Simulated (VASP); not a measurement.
# TaN (P6/mmm) in VASP: single point with r2SCAN

Aim: the single point of TaN with r2SCAN.

Program: VASP 6.6.1. These are calculated values, not measurements. Logs are shortened: lines on timing, memory, paths and dates and some standing lists are left out, and cuts for length are marked.

### Step 1. The cell of the first run

Symmetry: P6/mmm, No. 191, hexagonal system. Conventional cell: a = 5.246 Å, b = 5.246 Å, c = 2.900 Å, α = 90.00°, β = 90.00°, γ = 120.00°. Ta (site symmetry 6/mmm) has 6 N at 2.62 Å and 14 Ta at 2.90 to 3.36 Å within 3.5 Å. Ta (site symmetry -6m2) has 6 N at 2.10 Å and 5 Ta at 2.90 to 3.03 Å within 3.1 Å. Within 3.0 Å of N (site symmetry mmm) lie 6 Ta at 2.10 to 2.62 Å and 6 N at 2.62 to 2.90 Å.

### Step 2. Single point, r2SCAN

The input, POSCAR:

```
TaN
1.0
    5.2458669582      0.0000000000      0.0000000000
   -2.6229334791      4.5430540507      0.0000000000
    0.0000000000      0.0000000000      2.9000929556
Ta N
3 3
Direct
    0.0000000000      0.0000000000      0.0000000000
    0.3333333333      0.6666666667      0.5000000000
    0.6666666667      0.3333333333      0.5000000000
    0.5000000000      0.0000000000      0.0000000000
    0.5000000000      0.5000000000      0.0000000000
    0.0000000000      0.5000000000      0.0000000000
```

The input, INCAR.step1:

```
PREC = Accurate
ENCUT = 770
ISMEAR = 0
SIGMA = 0.05
LREAL = False
LASPH = True
NELM = 120
NBANDS = 36
GGA = PE
ALGO = Normal
EDIFF = 1E-5
LWAVE = True
LCHARG = False
GGA_COMPAT = False
```

The input, INCAR.step2:

```
PREC = Accurate
ENCUT = 770
EDIFF = 1E-6
ISMEAR = 0
SIGMA = 0.05
LREAL = False
LASPH = True
NELM = 120
ALGO = Normal
ISIF = 2
LWAVE = False
LCHARG = False
METAGGA = R2SCAN
LMIXTAU = True
NBANDS = 36
ISTART = 1
GGA_COMPAT = False
```

The input, KPOINTS:

```
Automatic mesh
0
Gamma
  5 5 7
```

Potentials or basis: VASP PAW PBE potentials, release 64 (Ta_sv_GW, N).

Started as:

```console
cat potpaw_PBE.64/Ta_sv_GW/POTCAR potpaw_PBE.64/N/POTCAR > POTCAR
cp INCAR.step1 INCAR
mpirun -np 1 vasp_std > vasp.out
cp INCAR.step2 INCAR
mpirun -np 1 vasp_std > vasp.out
```

OUTCAR:

```text
PREC = Accurate
   ENCUT = 770
   EDIFF = 1E-6
   ISMEAR = 0
   LREAL = False
   LASPH = True
   NELM = 120
   ISIF = 2
   METAGGA = R2SCAN
   ISTART = 1

 ion  position               nearest neighbor table
   1  0.000  0.000  0.000-
   2  0.333  0.667  0.500-   6 2.10   6 2.10   4 2.10   4 2.10   5 2.10   5 2.10   3 3.03   3 3.03
                             3 3.03
   3  0.667  0.333  0.500-   6 2.10   6 2.10   4 2.10   4 2.10   5 2.10   5 2.10   2 3.03   2 3.03
                             2 3.03
   4  0.500  0.000  0.000-   2 2.10   3 2.10   2 2.10   3 2.10
   5  0.500  0.500  0.000-   2 2.10   3 2.10   2 2.10   3 2.10
   6  0.000  0.500  0.000-   2 2.10   3 2.10   2 2.10   3 2.10

  LATTYP: Found a hexagonal cell.
 ALAT       =     5.2458669582
 C/A-ratio  =     0.5528338745

  Lattice vectors:

 A1 = (   5.2458669582,   0.0000000000,   0.0000000000)
 A2 = (  -2.6229334791,   4.5430540507,   0.0000000000)
 A3 = (   0.0000000000,   0.0000000000,   2.9000929556)

Analysis of symmetry for initial positions (statically):
=====================================================================
 Subroutine PRICEL returns:
 Original cell was already a primitive cell.

 Routine SETGRP: Setting up the symmetry group for a
 hexagonal supercell.

 Subroutine GETGRP returns: Found 24 space group operations
 (whereof 24 operations were pure point group operations)
 out of a pool of 24 trial point group operations.

The static configuration has the point symmetry D_6h.

Analysis of symmetry for dynamics (positions and initial velocities):
=====================================================================
 Subroutine PRICEL returns:
 Original cell was already a primitive cell.

 Routine SETGRP: Setting up the symmetry group for a
 hexagonal supercell.

 Subroutine GETGRP returns: Found 24 space group operations
 (whereof 24 operations were pure point group operations)
 out of a pool of 24 trial point group operations.

The dynamic configuration has the point symmetry D_6h.

 Subroutine INISYM returns: Found 24 space group operations
 (whereof 24 operations are pure point group operations),
 and found     1 'primitive' translations

----------------------------------------------------------------------------------------

                                     Primitive cell

  volume of cell :      69.1158

  direct lattice vectors                    reciprocal lattice vectors
     5.245866958  0.000000000  0.000000000     0.190626260  0.110058123  0.000000000
    -2.622933479  4.543054051  0.000000000     0.000000000  0.220116245  0.000000000
     0.000000000  0.000000000  2.900092956     0.000000000  0.000000000  0.344816534

  length of vectors
     5.245866958  5.245866958  2.900092956     0.220116245  0.220116245  0.344816534

  position of ions in fractional coordinates (direct lattice)
     0.000000000  0.000000000  0.000000000
     0.333333333  0.666666667  0.500000000
     0.666666667  0.333333333  0.500000000
     0.500000000  0.000000000  0.000000000
     0.500000000  0.500000000  0.000000000
     0.000000000  0.500000000  0.000000000

  ion indices of the primitive-cell ions
   primitive index   ion index
                 1           1
                 2           2
                 3           3
                 4           4
                 5           5
                 6           6

----------------------------------------------------------------------------------------

 KPOINTS: Automatic mesh

Automatic generation of k-mesh.
 Grid dimensions read from file:
 generate k-points for:    5    5    7

 Generating k-lattice:

  Cartesian coordinates                     Fractional coordinates (reciprocal lattice)
     0.038125252  0.022011625  0.000000000     0.200000000 -0.000000000  0.000000000
     0.000000000  0.044023249  0.000000000     0.000000000  0.200000000  0.000000000
     0.000000000  0.000000000  0.049259505     0.000000000  0.000000000  0.142857143

  Length of vectors
     0.044023249  0.044023249  0.049259505

  Shift w.r.t. Gamma in fractional coordinates (k-lattice)
     0.000000000  0.000000000  0.000000000

 Subroutine IBZKPT returns following result:
 ===========================================

 Found     20 irreducible k-points:

 Following reciprocal coordinates:
            Coordinates               Weight
  0.000000  0.000000  0.000000      1.000000
  0.200000  0.000000  0.000000      6.000000
  0.400000  0.000000  0.000000      6.000000
  0.200000  0.200000  0.000000      6.000000
  0.400000  0.200000  0.000000      6.000000
  0.000000  0.000000  0.142857      2.000000
[... 12 lines left out ...]
  0.200000  0.200000  0.428571     12.000000
  0.400000  0.200000  0.428571     12.000000
   k-points           NKPTS =     20   k-points in BZ     NKDIM =     20   number of bands    NBANDS=     36
   number of dos      NEDOS =    301   number of ions     NIONS =      6
   total plane-waves  NPLWV =  64512
   dimension x,y,z NGX =    48 NGY =   48 NGZ =   28
   dimension x,y,z NGXF=    96 NGYF=   96 NGZF=   56
   ions per type =               3   3
   NGX,Y,Z   is equivalent  to a cutoff of  15.21, 15.21, 16.05 a.u.
   NGXF,Y,Z  is equivalent  to a cutoff of  30.42, 30.42, 32.10 a.u.
 SYSTEM =  unknown system
   PREC   = accura    normal or accurate (medium, high low for compatibility)
   ISTART =      1    job   : 0-new  1-cont  2-samecut
   ICHARG =      0    charge: 1-file 2-atom 10-const
   ISPIN  =      1    spin polarized calculation?
   LNONCOLLINEAR =      F non collinear calculations
   LSORBIT =      F    spin-orbit coupling
   LASPH  =      T    aspherical Exc in radial PAW
   ENCUT  =  770.0 eV  56.59 Ry    7.52 a.u.  11.87 11.87  6.56*2*pi/ulx,y,z
   NELM   =    120;   NELMIN=  2; NELMDL=  0     # of ELM steps
   EDIFF  = 0.1E-05   stopping-criterion for ELM
   LREAL  =      F    real-space projection
   EDIFFG = 0.1E-04   stopping-criterion for IOM
   NSW    =      0    number of steps for IOM
   IBRION =     -1    ionic relax: 0-MD 1-quasi-New 2-CG
   NFREE  =      0    steps in history (QN), initial steepest desc. (CG)
   ISIF   =      2    stress and relaxation
   ISYM   =      2    0-nonsym 1-usesym 2-fastsym
   POTIM  = 0.5000    time-step for ionic-motion
   TEBEG  =    0.0;   TEEND  =   0.0 temperature during run
   PSTRESS=    0.0 pullay stress
   NELECT =      54.0000    total number of electrons
   NUPDOWN=      -1.0000    fix difference up-down
   EMIN   =  10.00;   EMAX   =-10.00  energy-range for DOS
   EFERMI =   0.00;   METHOD = LEGACY
   ISMEAR =     0;   SIGMA  =   0.05  broadening in eV -4-tet -1-fermi 0-gaus
   EFERMI_NEDOS =   21; number of points for ismear=-14 and -15
   IALGO  =     38    algorithm
   IMIX   =      4    mixing-type and parameters
     AMIX     =   0.40;   BMIX     =  1.00
     AMIX_MAG =   1.60;   BMIX_MAG =  1.00
  volume/ion in A,a.u.               =      11.52        77.74
  Fermi-wavevector in a.u.,A,eV,Ry     =   1.507812  2.849351 30.932785  2.273496
  Thomas-Fermi vector in A             =   2.618348
   LORBIT       =      0    0 simple, 1 ext, 2 COOP (PROOUT), +10 PAW based schemes
   METAGGA = R2SCAN    functional components
   LHFCALC =     F    Hartree Fock is set to
   AEXX    =    0.0000 exact exchange contribution
   IVDW    =     0    specifies the selected vdW correction
   LEPSILON=     F    determine dielectric tensor
   LRPA    =     F    only Hartree local field effects (RPA)
 non-spin polarized calculation
 Gauss-broadening in eV      SIGMA  =   0.05
  energy-cutoff  :      770.00
  volume of cell :       69.12
 maximum number of plane-waves:      3391
 NGX is ok and might be reduce to    48
   NGX = 23   NGY = 23   NGZ = 13

 number of electron      54.0000002 magnetization

 Free energy of the ion-electron system (eV)
  ---------------------------------------------------
  ext. energy  EPLUGINS =         0.00000000
  ---------------------------------------------------
  free energy    TOTEN  =      -186.12606948 eV

  energy without entropy =     -186.12382251  energy(sigma->0) =     -186.12494600

 E-fermi :  12.2049     XC(G=0): -14.2132

 val. band max:       12.1998289901   @ k =   0.2000   0.0000   0.4286
 cond. band min:      12.2776854332   @ k =   0.2000   0.0000   0.1429
 fundamental gap:      0.0778564432
 Fermi energy:        12.2048722604

 k-point     1 :       0.0000    0.0000    0.0000
  band No.  band energies     occupation
      1     -59.5519      2.00000
      2     -59.5088      2.00000
      3     -59.0885      2.00000
      4     -25.6513      2.00000
      5     -25.6513      2.00000
      6     -25.2686      2.00000
[... 28 lines left out ...]
     35      15.2732      0.00000
     36      15.2735      0.00000

 k-point     2 :       0.2000    0.0000    0.0000
  band No.  band energies     occupation
      1     -59.5482      2.00000
      2     -59.5124      2.00000
      3     -59.0886      2.00000
      4     -25.6747      2.00000
      5     -25.6319      2.00000
      6     -25.2634      2.00000
[... 28 lines left out ...]
     35      15.4268      0.00000
     36      15.6577      0.00000

 k-point     3 :       0.4000    0.0000    0.0000
  band No.  band energies     occupation
      1     -59.5397      2.00000
      2     -59.5207      2.00000
      3     -59.0888      2.00000
      4     -25.7074      2.00000
      5     -25.5619      2.00000
      6     -25.3255      2.00000
[... 28 lines left out ...]
     35      15.6355      0.00000
     36      15.7238      0.00000
[... 586 lines left out ...]
 k-point    19 :       0.2000    0.2000    0.4286
  band No.  band energies     occupation
      1     -59.4946      2.00000
      2     -59.4724      2.00000
      3     -59.0475      2.00000
      4     -25.8866      2.00000
      5     -25.7601      2.00000
      6     -25.5197      2.00000
[... 28 lines left out ...]
     35      15.8353      0.00000
     36      17.2966      0.00000

 k-point    20 :       0.4000    0.2000    0.4286
  band No.  band energies     occupation
      1     -59.4878      2.00000
      2     -59.4793      2.00000
      3     -59.0475      2.00000
      4     -25.8530      2.00000
      5     -25.7993      2.00000
      6     -25.5334      2.00000
[... 28 lines left out ...]
     35      16.0804      0.00000
     36      17.8827      0.00000

------------------------ aborting loop because EDIFF is reached ----------------------------------------

  FORCE on cell =-STRESS in cart. coord.  units (eV):
  Direction    XX          YY          ZZ          XY          YZ          ZX
  --------------------------------------------------------------------------------------
  -------------------------------------------------------------------------------------
  Total        0.0776543      0.0776543      0.1209258      0.0000000     -0.0000000      0.0000000
  in kB        1.8001094      1.8001094      2.8031888      0.0000000     -0.0000000      0.0000000
  external PRESSURE =       2.1344692 kB  Pullay stress =       0.0000000 kB

 VOLUME and BASIS-vectors are now :
 -----------------------------------------------------------------------------
  energy-cutoff  :      770.00
  volume of cell :       69.12
      direct lattice vectors                 reciprocal lattice vectors
     5.245866958  0.000000000  0.000000000     0.190626260  0.110058123  0.000000000
    -2.622933479  4.543054051  0.000000000     0.000000000  0.220116245  0.000000000
     0.000000000  0.000000000  2.900092956     0.000000000  0.000000000  0.344816534

 POSITION                                       TOTAL-FORCE (eV/Angst)
 -----------------------------------------------------------------------------------
      0.00000      0.00000      0.00000         0.000000      0.000000      0.000000
     -0.00000      3.02870      1.45005         0.000000      0.000000      0.000000
      2.62293      1.51435      1.45005        -0.000000      0.000000      0.000000
      2.62293      0.00000      0.00000         0.000000      0.000000      0.000000
      1.31147      2.27153      0.00000         0.000000      0.000000      0.000000
     -1.31147      2.27153      0.00000         0.000000      0.000000      0.000000
 -----------------------------------------------------------------------------------
    total drift:                               -0.000000      0.000000     -0.000000

  FREE ENERGIE OF THE ION-ELECTRON SYSTEM (eV)
  ---------------------------------------------------
  free  energy   TOTEN  =      -186.1260694790 eV

  energy  without entropy=     -186.1238225134  energy(sigma->0) =     -186.12494600
```

Run time: 4.8 min. Hardware: 1 thread of AMD EPYC 7R13 (Zen 3), shared host; peak memory 0.27 GiB.

What came out:

| Quantity | Value |
| --- | --- |
| Free energy | -186.1261 eV |
| Pressure | 0.2 GPa |
| Band gap on the k mesh | zero (bands 27 and 28 overlap by 2.04 eV) |

Caveat: the PAW data sets were made with another functional, which shifts forces and pressure a little; spin-orbit coupling is left out, which moves the levels of the heavy elements.

The gap in the log of VASP goes by the Fermi energy; the results here count the filled bands.